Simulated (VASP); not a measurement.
# Ir (I4/mmm) in VASP: a series of runs

The runs below take Ir through single point, with PBEsol.

All numbers are computed with VASP 6.6.1; they aren't measurements. Logs are shortened: lines on timing, memory, paths and dates and some standing lists are left out, and cuts for length are marked.

### Step 1. The cell of the first run

Symmetry: I4/mmm, No. 139, tetragonal system. The conventional cell has a = 2.674 Å, b = 2.674 Å, c = 3.897 Å, α = 90.00°, β = 90.00°, γ = 90.00°. Ir (site symmetry 4/mmm) has 12 Ir at 2.67 to 2.72 Å within 3.5 Å.

### Step 2. Single point, PBEsol (strain -0.015 along x and y, +0.015 along z)

Contents of INCAR:

```
PREC     = Accurate       # precision mode
ENCUT    = 520            # plane-wave cutoff, eV
EDIFF    = 1E-7           # SCF threshold, eV
ISMEAR   = 0              # smearing method
SIGMA    = 0.15           # smearing width, eV
LREAL    = F              # projectors in reciprocal space
LASPH    = T              # aspherical terms in the spheres
NELM     = 100            # most SCF steps
ALGO     = Normal         # electronic algorithm
ISIF     = 2              # what is computed and relaxed
LWAVE    = F              # write WAVECAR
LCHARG   = F              # write CHGCAR
GGA      = PS             # functional
NBANDS   = 10             # bands
```

Contents of KPOINTS:

```
regular mesh
0
Gamma
  22 22 22
```

Contents of POSCAR:

```
Ir
1.0
    0.0000000000      1.8909045000      1.9484955000
    1.8909045000      0.0000000000      1.9484955000
    1.8909045000      1.8909045000      0.0000000000
Ir
1
Direct
    0.0000000000      0.0000000000      0.0000000000
```

Potentials or basis: VASP PAW PBE potentials, release 64 (Ir).

Command:

```sh
cat potpaw_PBE.64/Ir/POTCAR > POTCAR
mpirun -np 1 vasp_std > vasp.out
```

OUTCAR:

```text
PREC = Accurate
   ENCUT = 520
   EDIFF = 1E-7
   ISMEAR = 0
   LREAL = F
   LASPH = T
   NELM = 100
   ISIF = 2
   GGA = PS

 ion  position               nearest neighbor table
   1  0.000  0.000  0.000-

  LATTYP: Found a body centered tetragonal cell.
 ALAT       =     2.6741427891
 C/A-ratio  =     1.4572860567

  Lattice vectors:

 A1 = (  -1.8909045000,   0.0000000000,   1.9484955000)
 A2 = (   1.8909045000,   0.0000000000,   1.9484955000)
 A3 = (   0.0000000000,   1.8909045000,  -1.9484955000)

Analysis of symmetry for initial positions (statically):
=====================================================================
 Subroutine PRICEL returns:
 Original cell was already a primitive cell.

 Routine SETGRP: Setting up the symmetry group for a
 body centered tetragonal supercell.

 Subroutine GETGRP returns: Found 16 space group operations
 (whereof 16 operations were pure point group operations)
 out of a pool of 16 trial point group operations.

The static configuration has the point symmetry D_4h.

Analysis of symmetry for dynamics (positions and initial velocities):
=====================================================================
 Subroutine PRICEL returns:
 Original cell was already a primitive cell.

 Routine SETGRP: Setting up the symmetry group for a
 body centered tetragonal supercell.

 Subroutine GETGRP returns: Found 16 space group operations
 (whereof 16 operations were pure point group operations)
 out of a pool of 16 trial point group operations.

The dynamic configuration has the point symmetry D_4h.

 Subroutine INISYM returns: Found 16 space group operations
 (whereof 16 operations are pure point group operations),
 and found     1 'primitive' translations

----------------------------------------------------------------------------------------

                                     Primitive cell

  volume of cell :      13.9338

  direct lattice vectors                    reciprocal lattice vectors
     0.000000000  1.890904500  1.948495500    -0.264423719  0.264423719  0.256608240
     1.890904500  0.000000000  1.948495500     0.264423719 -0.264423719  0.256608240
     1.890904500  1.890904500  0.000000000     0.264423719  0.264423719 -0.256608240

  length of vectors
     2.715171181  2.715171181  2.674142789     0.453527943  0.453527943  0.453527943

  position of ions in fractional coordinates (direct lattice)
     0.000000000  0.000000000  0.000000000

  ion indices of the primitive-cell ions
   primitive index   ion index
                 1           1

----------------------------------------------------------------------------------------

 KPOINTS: regular mesh

Automatic generation of k-mesh.
 Grid dimensions read from file:
 generate k-points for:   22   22   22

 Generating k-lattice:

  Cartesian coordinates                     Fractional coordinates (reciprocal lattice)
    -0.012019260  0.012019260  0.011664011     0.045454545  0.000000000  0.000000000
     0.012019260 -0.012019260  0.011664011     0.000000000  0.045454545  0.000000000
     0.012019260  0.012019260 -0.011664011    -0.000000000 -0.000000000  0.045454545

  Length of vectors
     0.020614906  0.020614906  0.020614906

  Shift w.r.t. Gamma in fractional coordinates (k-lattice)
     0.000000000  0.000000000  0.000000000

 Subroutine IBZKPT returns following result:
 ===========================================

 Found    834 irreducible k-points:

 Following reciprocal coordinates:
            Coordinates               Weight
  0.000000  0.000000  0.000000      1.000000
  0.045455 -0.000000  0.000000      8.000000
  0.090909 -0.000000  0.000000      8.000000
  0.136364 -0.000000  0.000000      8.000000
  0.181818 -0.000000  0.000000      8.000000
  0.227273 -0.000000  0.000000      8.000000
[... 16 lines left out ...]
  0.500000  0.045455  0.000000      8.000000
 -0.454545  0.045455  0.000000      8.000000
 [... further k-points ...]
   k-points           NKPTS =    834   k-points in BZ     NKDIM =    834   number of bands    NBANDS=     10
   number of dos      NEDOS =    301   number of ions     NIONS =      1
   total plane-waves  NPLWV =   8000
   dimension x,y,z NGX =    20 NGY =   20 NGZ =   20
   dimension x,y,z NGXF=    40 NGYF=   40 NGZF=   40
   ions per type =               1
   NGX,Y,Z   is equivalent  to a cutoff of  12.25, 12.25, 12.43 a.u.
   NGXF,Y,Z  is equivalent  to a cutoff of  24.49, 24.49, 24.87 a.u.
 SYSTEM =  unknown system
   PREC   = accura    normal or accurate (medium, high low for compatibility)
   ISTART =      0    job   : 0-new  1-cont  2-samecut
   ICHARG =      2    charge: 1-file 2-atom 10-const
   ISPIN  =      1    spin polarized calculation?
   LNONCOLLINEAR =      F non collinear calculations
   LSORBIT =      F    spin-orbit coupling
   LASPH  =      T    aspherical Exc in radial PAW
   ENCUT  =  520.0 eV  38.22 Ry    6.18 a.u.   5.05  5.05  4.97*2*pi/ulx,y,z
   NELM   =    100;   NELMIN=  2; NELMDL= -5     # of ELM steps
   EDIFF  = 0.1E-06   stopping-criterion for ELM
   LREAL  =      F    real-space projection
   EDIFFG = 0.1E-05   stopping-criterion for IOM
   NSW    =      0    number of steps for IOM
   IBRION =     -1    ionic relax: 0-MD 1-quasi-New 2-CG
   NFREE  =      0    steps in history (QN), initial steepest desc. (CG)
   ISIF   =      2    stress and relaxation
   ISYM   =      2    0-nonsym 1-usesym 2-fastsym
   POTIM  = 0.5000    time-step for ionic-motion
   TEBEG  =    0.0;   TEEND  =   0.0 temperature during run
   PSTRESS=    0.0 pullay stress
   NELECT =       9.0000    total number of electrons
   NUPDOWN=      -1.0000    fix difference up-down
   EMIN   =  10.00;   EMAX   =-10.00  energy-range for DOS
   EFERMI =   0.00;   METHOD = LEGACY
   ISMEAR =     0;   SIGMA  =   0.15  broadening in eV -4-tet -1-fermi 0-gaus
   EFERMI_NEDOS =   21; number of points for ismear=-14 and -15
   IALGO  =     38    algorithm
   IMIX   =      4    mixing-type and parameters
     AMIX     =   0.40;   BMIX     =  1.00
     AMIX_MAG =   1.60;   BMIX_MAG =  1.00
  volume/ion in A,a.u.               =      13.93        94.03
  Fermi-wavevector in a.u.,A,eV,Ry     =   1.415140  2.674227 27.247324  2.002622
  Thomas-Fermi vector in A             =   2.536610
   LORBIT       =      0    0 simple, 1 ext, 2 COOP (PROOUT), +10 PAW based schemes
   GGA     = PS    functional components
   LHFCALC =     F    Hartree Fock is set to
   AEXX    =    0.0000 exact exchange contribution
   IVDW    =     0    specifies the selected vdW correction
   LEPSILON=     F    determine dielectric tensor
   LRPA    =     F    only Hartree local field effects (RPA)
 non-spin polarized calculation
 Gauss-broadening in eV      SIGMA  =   0.15
  energy-cutoff  :      520.00
  volume of cell :       13.93
 maximum number of plane-waves:       387
   NGX =  9   NGY =  9   NGZ =  9

 number of electron       9.0000001 magnetization

 Free energy of the ion-electron system (eV)
  ---------------------------------------------------
  ext. energy  EPLUGINS =         0.00000000
  ---------------------------------------------------
  free energy    TOTEN  =        -9.80934624 eV

  energy without entropy =       -9.79746345  energy(sigma->0) =       -9.80340484

 E-fermi :  10.4835     XC(G=0): -14.1908

 val. band max:       10.4815084865   @ k =   0.4545   0.0000   0.4091
 cond. band min:      10.4845971846   @ k =  -0.4545   0.0455   0.4091
 fundamental gap:      0.0030886981
 Fermi energy:        10.4835070498

 k-point     1 :       0.0000    0.0000    0.0000
  band No.  band energies     occupation
      1      -0.8433      2.00000
      2       6.2511      2.00000
      3       6.6606      2.00000
      4       6.6606      2.00000
      5       9.0188      2.00000
      6       9.5660      2.00000
      7      24.8169      0.00000
      8      29.8304      0.00000
      9      30.7941      0.00000
     10      30.7941      0.00000

 k-point     2 :       0.0455   -0.0000    0.0000
  band No.  band energies     occupation
      1      -0.7493      2.00000
      2       6.2621      2.00000
      3       6.6390      2.00000
      4       6.7022      2.00000
      5       8.9962      2.00000
      6       9.5332      2.00000
      7      24.9819      0.00000
      8      29.6858      0.00000
      9      30.5523      0.00000
     10      30.9520      0.00000

 k-point     3 :       0.0909   -0.0000    0.0000
  band No.  band energies     occupation
      1      -0.4738      2.00000
      2       6.2370      2.00000
      3       6.6357      2.00000
      4       6.8180      2.00000
      5       8.9444      2.00000
      6       9.4485      2.00000
      7      25.4495      0.00000
      8      28.7687      0.00000
      9      30.7794      0.00000
     10      31.4153      0.00000

 k-point     4 :       0.1364   -0.0000    0.0000
  band No.  band energies     occupation
      1      -0.0376      2.00000
      2       6.1111      2.00000
      3       6.7199      2.00000
      4       6.9780      2.00000
      5       8.9124      2.00000
      6       9.3544      2.00000
      7      26.1208      0.00000
      8      27.5501      0.00000
      9      31.4624      0.00000
     10      32.1534      0.00000

 k-point     5 :       0.1818   -0.0000    0.0000
  band No.  band energies     occupation
      1       0.5171      2.00000
      2       5.9691      2.00000
      3       6.8085      2.00000
      4       7.1248      2.00000
      5       8.9786      2.00000
      6       9.3227      2.00000
      7      26.1570      0.00000
      8      26.9918      0.00000
      9      32.4026      0.00000
     10      33.1136      0.00000

 k-point     6 :       0.2273   -0.0000    0.0000
  band No.  band energies     occupation
      1       1.1159      2.00000
      2       5.9311      2.00000
      3       6.8137      2.00000
      4       7.1872      2.00000
      5       9.2125      2.00000
      6       9.4348      2.00000
      7      24.9617      0.00000
      8      27.3875      0.00000
      9      33.4993      0.00000
     10      34.1897      0.00000
[... 183 lines left out ...]
 k-point    21 :       0.4091    0.0455    0.0000
  band No.  band energies     occupation
      1       2.2824      2.00000
      2       6.2608      2.00000
      3       6.8686      2.00000
      4       7.9060      2.00000
      5      10.9837      0.00000
      6      11.0402      0.00000
      7      19.9667      0.00000
      8      25.1263      0.00000
      9      31.3111      0.00000
     10      31.7120      0.00000

 k-point    22 :       0.4545    0.0455    0.0000
  band No.  band energies     occupation
      1       2.2919      2.00000
      2       6.1700      2.00000
      3       6.7612      2.00000
      4       8.7567      2.00000
      5      11.2797      0.00000
      6      11.5372      0.00000
      7      18.6689      0.00000
      8      24.6715      0.00000
      9      30.7126      0.00000
     10      30.7445      0.00000

 k-point    23 :       0.5000    0.0455    0.0000
  band No.  band energies     occupation
      1       2.2865      2.00000
      2       6.1366      2.00000
      3       6.7016      2.00000
      4       9.2474      2.00000
      5      11.3433      0.00000
      6      11.9232      0.00000
      7      17.9195      0.00000
      8      24.4689      0.00000
      9      30.0962      0.00000
     10      30.5882      0.00000

 k-point    24 :      -0.4545    0.0455    0.0000
  band No.  band energies     occupation
      1       2.2892      2.00000
      2       6.1619      2.00000
      3       6.6984      2.00000
      4       9.1457      2.00000
      5      11.2099      0.00000
      6      11.9872      0.00000
      7      18.0590      0.00000
      8      24.5101      0.00000
      9      29.9410      0.00000
     10      30.8816      0.00000

 [... further k-points ...]
[... 5 lines left out ...]
  --------------------------------------------------------------------------------------
  -------------------------------------------------------------------------------------
  Total        0.7519032      0.7519032     -0.2877016      0.0000000      0.0000000      0.0000000
  in kB       86.4577477     86.4577477    -33.0814239      0.0000000      0.0000000      0.0000000
  external PRESSURE =      46.6113571 kB  Pullay stress =       0.0000000 kB

 VOLUME and BASIS-vectors are now :
 -----------------------------------------------------------------------------
  energy-cutoff  :      520.00
  volume of cell :       13.93
      direct lattice vectors                 reciprocal lattice vectors
     0.000000000  1.890904500  1.948495500    -0.264423719  0.264423719  0.256608240
     1.890904500  0.000000000  1.948495500     0.264423719 -0.264423719  0.256608240
     1.890904500  1.890904500  0.000000000     0.264423719  0.264423719 -0.256608240

 POSITION                                       TOTAL-FORCE (eV/Angst)
 -----------------------------------------------------------------------------------
      0.00000      0.00000      0.00000         0.000000      0.000000      0.000000
 -----------------------------------------------------------------------------------
    total drift:                                0.000000      0.000000      0.000000

  FREE ENERGIE OF THE ION-ELECTRON SYSTEM (eV)
  ---------------------------------------------------
  free  energy   TOTEN  =        -9.8093462364 eV

  energy  without entropy=       -9.7974634462  energy(sigma->0) =       -9.80340484
```

Run time: 33 s. Hardware: 1 thread of Intel Xeon 6975P-C (Granite Rapids), shared host; peak memory 0.23 GiB.

What came out:

- Free energy: -9.8093 eV
- Pressure: 4.7 GPa

Caveat: the cell differs from its parent crystal (strain -0.015 along x and y, +0.015 along z); the PAW data sets were made with another functional, which shifts forces and pressure a little; spin-orbit coupling is left out, which moves the levels of the heavy elements.

### Step 3. Single point, PBEsol (strain -0.015 along x and y, +0.030 along z)

Contents of INCAR:

```
ALGO     = Normal         # electronic algorithm
EDIFF    = 1E-6           # SCF threshold, eV
ENCUT    = 520            # plane-wave cutoff, eV
GGA      = PS             # functional
ISIF     = 2              # what is computed and relaxed
ISMEAR   = 0              # smearing method
LASPH    = T              # aspherical terms in the spheres
LCHARG   = T              # write CHGCAR
LELF     = T              # ELF
LREAL    = F              # projectors in reciprocal space
LVHAR    = T            
LWAVE    = F              # write WAVECAR
NBANDS   = 10             # bands
NELM     = 100            # most SCF steps
PREC     = Accurate       # precision mode
SIGMA    = 0.15           # smearing width, eV
```

Contents of KPOINTS:

```
k-points
0
Gamma
  22 22 22
```

Contents of POSCAR:

```
Ir
1.0
    0.0000000000      1.8909045000      1.9772910000
    1.8909045000      0.0000000000      1.9772910000
    1.8909045000      1.8909045000      0.0000000000
Ir
1
Direct
    0.0000000000      0.0000000000      0.0000000000
```

Potentials or basis: VASP PAW PBE potentials, release 64 (Ir).

Command:

```sh
cat potpaw_PBE.64/Ir/POTCAR > POTCAR
mpirun -np 1 vasp_std > vasp.out
```

Wall time 34 s (1 thread of Intel Xeon 6975P-C (Granite Rapids), shared host); peak memory 0.24 GiB.

Results (log left out):

* Free energy: -9.7993 eV
* Pressure: -0.9 GPa

Stress tensor (GPa, compression positive):
```
  4.82   0.00   0.00
  0.00   4.82   0.00
  0.00   0.00 -12.32
```

Levels at points of the mesh, in eV from the Fermi level:
```tsv
k point	band 2	band 3	band 4	band 5	band 6	band 7
(0.00, 0.00, 0.00)	-4.26	-3.66	-3.66	-1.57	-0.77	14.38
(0.50, 0.00, 0.00)	-4.27	-3.66	-0.78	0.78	1.09	7.28
(0.50, 0.50, 0.00)	-7.32	0.98	1.07	1.47	1.47	9.69
(0.50, 0.00, 0.50)	-7.34	0.86	1.21	1.83	2.00	10.93
```

Caveat: the cell differs from its parent crystal (strain -0.015 along x and y, +0.030 along z); the PAW data sets were made with another functional, which shifts forces and pressure a little; spin-orbit coupling is left out, which moves the levels of the heavy elements.

(Part 1 of 2 ends here.)
